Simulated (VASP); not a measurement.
# H (P4/mmm) in VASP: notebook

Runs on H. Level: PBE+D3(BJ). Tasks: single point.

Everything below comes from runs of VASP 6.6.1. Logs are shortened: lines on timing, memory, paths and dates and some standing lists are left out, and cuts for length are marked.

## Step 1: The cell of the first run

It takes space group P4/mmm (No. 123, tetragonal). Conventional cell: a = 2.583 Å, b = 2.583 Å, c = 1.030 Å, α = 90.00°, β = 90.00°, γ = 90.00°. Within 1.4 Å of H (site symmetry 4/mmm) lie 2 H at 1.03 Å.

## Step 2: Single point, PBE+D3(BJ) (strain -0.025 along x and y, +0.050 along z)

Contents of INCAR:

```
PREC = Accurate
ENCUT = 520
EDIFF = 1E-6
ISMEAR = 0
SIGMA = 0.05
LREAL = False
LASPH = True
NELM = 100
ALGO = Normal
ISIF = 2
LWAVE = False
LCHARG = True
GGA = PE
IVDW = 12
LELF = True
LVHAR = True
NBANDS = 6
```

Contents of KPOINTS:

```
Automatic mesh
0
Gamma
  10 10 26
```

Contents of POSCAR:

```
H
1.0
    2.5833977704      0.0000000000      0.0000000000
    0.0000000000      2.5833977704      0.0000000000
    0.0000000000      0.0000000000      1.0295175660
H
1
Direct
    0.0000000000      0.0000000000      0.5000000000
```

Potentials or basis: VASP PAW PBE potentials, release 64 (H).

The run is started by

```
$ cat potpaw_PBE.64/H/POTCAR > POTCAR
$ mpirun -np 1 vasp_std > vasp.out
```

OUTCAR:

```text
PREC = Accurate
   ENCUT = 520
   EDIFF = 1E-6
   ISMEAR = 0
   LREAL = False
   LASPH = True
   NELM = 100
   ISIF = 2
   GGA = PE
   IVDW = 12
 IVDW          = 12

 ion  position               nearest neighbor table
   1  0.000  0.000  0.500-

  LATTYP: Found a simple tetragonal cell.
 ALAT       =     2.5833977704
 C/A-ratio  =     0.3985129885

  Lattice vectors:

 A1 = (   2.5833977704,   0.0000000000,   0.0000000000)
 A2 = (   0.0000000000,   2.5833977704,   0.0000000000)
 A3 = (   0.0000000000,   0.0000000000,   1.0295175660)

Analysis of symmetry for initial positions (statically):
=====================================================================
 Subroutine PRICEL returns:
 Original cell was already a primitive cell.

 Routine SETGRP: Setting up the symmetry group for a
 simple tetragonal supercell.

 Subroutine GETGRP returns: Found 16 space group operations
 (whereof 16 operations were pure point group operations)
 out of a pool of 16 trial point group operations.

The static configuration has the point symmetry D_4h.

Analysis of symmetry for dynamics (positions and initial velocities):
=====================================================================
 Subroutine PRICEL returns:
 Original cell was already a primitive cell.

 Routine SETGRP: Setting up the symmetry group for a
 simple tetragonal supercell.

 Subroutine GETGRP returns: Found 16 space group operations
 (whereof 16 operations were pure point group operations)
 out of a pool of 16 trial point group operations.

The dynamic configuration has the point symmetry D_4h.

 Subroutine INISYM returns: Found 16 space group operations
 (whereof 16 operations are pure point group operations),
 and found     1 'primitive' translations

----------------------------------------------------------------------------------------

                                     Primitive cell

  volume of cell :       6.8709

  direct lattice vectors                    reciprocal lattice vectors
     2.583397770  0.000000000  0.000000000     0.387087119  0.000000000  0.000000000
     0.000000000  2.583397770  0.000000000     0.000000000  0.387087119  0.000000000
     0.000000000  0.000000000  1.029517566     0.000000000  0.000000000  0.971328740

  length of vectors
     2.583397770  2.583397770  1.029517566     0.387087119  0.387087119  0.971328740

  position of ions in fractional coordinates (direct lattice)
     0.000000000  0.000000000  0.500000000

  ion indices of the primitive-cell ions
   primitive index   ion index
                 1           1

----------------------------------------------------------------------------------------

 KPOINTS: Automatic mesh

Automatic generation of k-mesh.
 Grid dimensions read from file:
 generate k-points for:   10   10   26

 Generating k-lattice:

  Cartesian coordinates                     Fractional coordinates (reciprocal lattice)
     0.038708712  0.000000000  0.000000000     0.100000000  0.000000000  0.000000000
     0.000000000  0.038708712  0.000000000     0.000000000  0.100000000  0.000000000
     0.000000000  0.000000000  0.037358798     0.000000000  0.000000000  0.038461538

  Length of vectors
     0.038708712  0.038708712  0.037358798

  Shift w.r.t. Gamma in fractional coordinates (k-lattice)
     0.000000000  0.000000000  0.000000000

 Subroutine IBZKPT returns following result:
 ===========================================

 Found    294 irreducible k-points:

 Following reciprocal coordinates:
            Coordinates               Weight
  0.000000  0.000000  0.000000      1.000000
  0.100000  0.000000  0.000000      4.000000
  0.200000  0.000000  0.000000      4.000000
  0.300000  0.000000  0.000000      4.000000
  0.400000  0.000000  0.000000      4.000000
  0.500000  0.000000  0.000000      2.000000
[... 16 lines left out ...]
  0.100000  0.000000  0.038462      8.000000
  0.200000  0.000000  0.038462      8.000000
 [... further k-points ...]
   k-points           NKPTS =    294   k-points in BZ     NKDIM =    294   number of bands    NBANDS=      6
   number of dos      NEDOS =    301   number of ions     NIONS =      1
   total plane-waves  NPLWV =   3200
   dimension x,y,z NGX =    20 NGY =   20 NGZ =    8
   dimension x,y,z NGXF=    40 NGYF=   40 NGZF=   16
   ions per type =               1
   NGX,Y,Z   is equivalent  to a cutoff of  12.87, 12.87, 12.92 a.u.
   NGXF,Y,Z  is equivalent  to a cutoff of  25.74, 25.74, 25.84 a.u.
 SYSTEM =  unknown system
   PREC   = accura    normal or accurate (medium, high low for compatibility)
   ISTART =      0    job   : 0-new  1-cont  2-samecut
   ICHARG =      2    charge: 1-file 2-atom 10-const
   ISPIN  =      1    spin polarized calculation?
   LNONCOLLINEAR =      F non collinear calculations
   LSORBIT =      F    spin-orbit coupling
   LASPH  =      T    aspherical Exc in radial PAW
   ENCUT  =  520.0 eV  38.22 Ry    6.18 a.u.   4.80  4.80  1.91*2*pi/ulx,y,z
   NELM   =    100;   NELMIN=  2; NELMDL= -5     # of ELM steps
   EDIFF  = 0.1E-05   stopping-criterion for ELM
   LREAL  =      F    real-space projection
   EDIFFG = 0.1E-04   stopping-criterion for IOM
   NSW    =      0    number of steps for IOM
   IBRION =     -1    ionic relax: 0-MD 1-quasi-New 2-CG
   NFREE  =      0    steps in history (QN), initial steepest desc. (CG)
   ISIF   =      2    stress and relaxation
   ISYM   =      2    0-nonsym 1-usesym 2-fastsym
   POTIM  = 0.5000    time-step for ionic-motion
   TEBEG  =    0.0;   TEEND  =   0.0 temperature during run
   PSTRESS=    0.0 pullay stress
   NELECT =       1.0000    total number of electrons
   NUPDOWN=      -1.0000    fix difference up-down
   EMIN   =  10.00;   EMAX   =-10.00  energy-range for DOS
   EFERMI =   0.00;   METHOD = LEGACY
   ISMEAR =     0;   SIGMA  =   0.05  broadening in eV -4-tet -1-fermi 0-gaus
   EFERMI_NEDOS =   21; number of points for ismear=-14 and -15
   IALGO  =     38    algorithm
   IMIX   =      4    mixing-type and parameters
     AMIX     =   0.40;   BMIX     =  1.00
     AMIX_MAG =   1.60;   BMIX_MAG =  1.00
  volume/ion in A,a.u.               =       6.87        46.37
  Fermi-wavevector in a.u.,A,eV,Ry     =   0.861131  1.627302 10.089362  0.741547
  Thomas-Fermi vector in A             =   1.978739
   LORBIT       =      0    0 simple, 1 ext, 2 COOP (PROOUT), +10 PAW based schemes
   GGA     = PE    functional components
   LHFCALC =     F    Hartree Fock is set to
   AEXX    =    0.0000 exact exchange contribution
   IVDW    =    12    specifies the selected vdW correction
   LEPSILON=     F    determine dielectric tensor
   LRPA    =     F    only Hartree local field effects (RPA)
 non-spin polarized calculation
 Gauss-broadening in eV      SIGMA  =   0.05
  energy-cutoff  :      520.00
  volume of cell :        6.87
 maximum number of plane-waves:       200
 NGX is ok and might be reduce to    20
   NGX =  9   NGY =  9   NGZ =  3

 number of electron       1.0000001 magnetization

 Free energy of the ion-electron system (eV)
  ---------------------------------------------------
  ext. energy  EPLUGINS =         0.00000000
  ---------------------------------------------------
  free energy    TOTEN  =        -2.99554927 eV

  energy without entropy =       -2.99541763  energy(sigma->0) =       -2.99548345

 E-fermi :  -1.8566     XC(G=0):  -6.9587

 val. band max:       -1.8833685199   @ k =   0.1000   0.0000   0.2692
 cond. band min:      -1.8296772547   @ k =   0.5000   0.4000   0.2308
 fundamental gap:      0.0536912652
 Fermi energy:        -1.8566409861

 k-point     1 :       0.0000    0.0000    0.0000
  band No.  band energies     occupation
      1     -12.1626      2.00000
      2       9.3460      0.00000
      3      15.1924      0.00000
      4      15.1924      0.00000
      5      18.1505      0.00000
      6      37.0307      0.00000

 k-point     2 :       0.1000    0.0000    0.0000
  band No.  band energies     occupation
      1     -12.0313      2.00000
      2       8.2363      0.00000
      3      14.5395      0.00000
      4      15.3892      0.00000
      5      20.6204      0.00000
      6      33.6113      0.00000

 k-point     3 :       0.2000    0.0000    0.0000
  band No.  band energies     occupation
      1     -11.6637      2.00000
      2       5.8915      0.00000
      3      14.5424      0.00000
      4      15.9660      0.00000
      5      25.0839      0.00000
      6      30.0685      0.00000

 k-point     4 :       0.3000    0.0000    0.0000
  band No.  band energies     occupation
      1     -11.1491      2.00000
      2       3.6033      0.00000
      3      15.1298      0.00000
      4      16.8653      0.00000
      5      27.0758      0.00000
      6      27.6780      0.00000

 k-point     5 :       0.4000    0.0000    0.0000
  band No.  band energies     occupation
      1     -10.6655      2.00000
      2       1.9781      0.00000
      3      15.8634      0.00000
      4      17.8948      0.00000
      5      24.9761      0.00000
      6      25.3089      0.00000

 k-point     6 :       0.5000    0.0000    0.0000
  band No.  band energies     occupation
      1     -10.4595      2.00000
      2       1.3823      0.00000
      3      16.2272      0.00000
      4      18.4487      0.00000
      5      24.1567      0.00000
      6      24.3083      0.00000

 k-point     7 :       0.1000    0.1000    0.0000
  band No.  band energies     occupation
      1     -11.9013      2.00000
      2       7.6980      0.00000
      3      12.4263      0.00000
      4      17.7813      0.00000
      5      21.7839      0.00000
      6      29.8880      0.00000

 k-point     8 :       0.2000    0.1000    0.0000
  band No.  band energies     occupation
      1     -11.5373      2.00000
      2       5.9035      0.00000
      3      11.6952      0.00000
      4      19.2677      0.00000
      5      25.4861      0.00000
      6      26.3089      0.00000
[... 91 lines left out ...]
 k-point    19 :       0.4000    0.4000    0.0000
  band No.  band energies     occupation
      1      -9.4139      2.00000
      2       4.5913      0.00000
      3       5.8972      0.00000
      4      11.4517      0.00000
      5      35.2364      0.00000
      6      40.6047      0.00000

 k-point    20 :       0.5000    0.4000    0.0000
  band No.  band energies     occupation
      1      -9.2519      2.00000
      2       4.5758      0.00000
      3       6.0320      0.00000
      4      10.2998      0.00000
      5      36.7883      0.00000
      6      44.4958      0.00000

 k-point    21 :       0.5000    0.5000    0.0000
  band No.  band energies     occupation
      1      -9.0971      2.00000
      2       5.4542      0.00000
      3       5.4542      0.00000
      4       8.9731      0.00000
      5      39.6790      0.00000
      6      45.8100      0.00000

 k-point    22 :       0.0000    0.0000    0.0385
  band No.  band energies     occupation
      1     -11.9551      2.00000
      2       9.5531      0.00000
      3      15.4021      0.00000
      4      15.4021      0.00000
      5      18.3604      0.00000
      6      37.2382      0.00000

 k-point    23 :       0.1000    0.0000    0.0385
  band No.  band energies     occupation
      1     -11.8238      2.00000
      2       8.4443      0.00000
      3      14.7488      0.00000
      4      15.5989      0.00000
      5      20.8302      0.00000
      6      33.8201      0.00000

 k-point    24 :       0.2000    0.0000    0.0385
  band No.  band energies     occupation
      1     -11.4560      2.00000
      2       6.1004      0.00000
      3      14.7512      0.00000
      4      16.1760      0.00000
      5      25.2935      0.00000
      6      30.2778      0.00000

 [... further k-points ...]

------------------------ aborting loop because EDIFF is reached ----------------------------------------

 Edisp (eV)   -0.07754

 E8    (eV) :    -0.0139

  FORCE on cell =-STRESS in cart. coord.  units (eV):
  Direction    XX          YY          ZZ          XY          YZ          ZX
  --------------------------------------------------------------------------------------
  -------------------------------------------------------------------------------------
  Total       0.01945     0.01945    -0.63027     0.00000     0.00000     0.00000
  in kB       4.53478     4.53478  -146.96843     0.00000     0.00000     0.00000
  external pressure =      -45.97 kB  Pullay stress =        0.00 kB

 VOLUME and BASIS-vectors are now :
 -----------------------------------------------------------------------------
  energy-cutoff  :      520.00
  volume of cell :        6.87
      direct lattice vectors                 reciprocal lattice vectors
     2.583397770  0.000000000  0.000000000     0.387087119  0.000000000  0.000000000
     0.000000000  2.583397770  0.000000000     0.000000000  0.387087119  0.000000000
     0.000000000  0.000000000  1.029517566     0.000000000  0.000000000  0.971328740

 POSITION                                       TOTAL-FORCE (eV/Angst)
 -----------------------------------------------------------------------------------
      0.00000      0.00000      0.51476         0.000000      0.000000      0.000000
 -----------------------------------------------------------------------------------
    total drift:                               -0.000000      0.000000     -0.000000

  FREE ENERGIE OF THE ION-ELECTRON SYSTEM (eV)
  ---------------------------------------------------
  free  energy   TOTEN  =        -3.0730920423 eV

  energy  without entropy=       -3.0729604062  energy(sigma->0) =       -3.07302622
```

Run time: 7 s. Hardware: 1 thread of Intel Xeon 6975P-C, shared host; peak memory 0.12 GiB.

Results:

```
Free energy                : -3.0731 eV
Pressure                   : -4.6 GPa
Dispersion energy per atom : -0.078 eV
```

Caveat: the cell differs from its parent crystal (strain -0.025 along x and y, +0.050 along z); pairwise dispersion overbinds metals, which lowers pressure and volume.

[end of part 1 of 2]
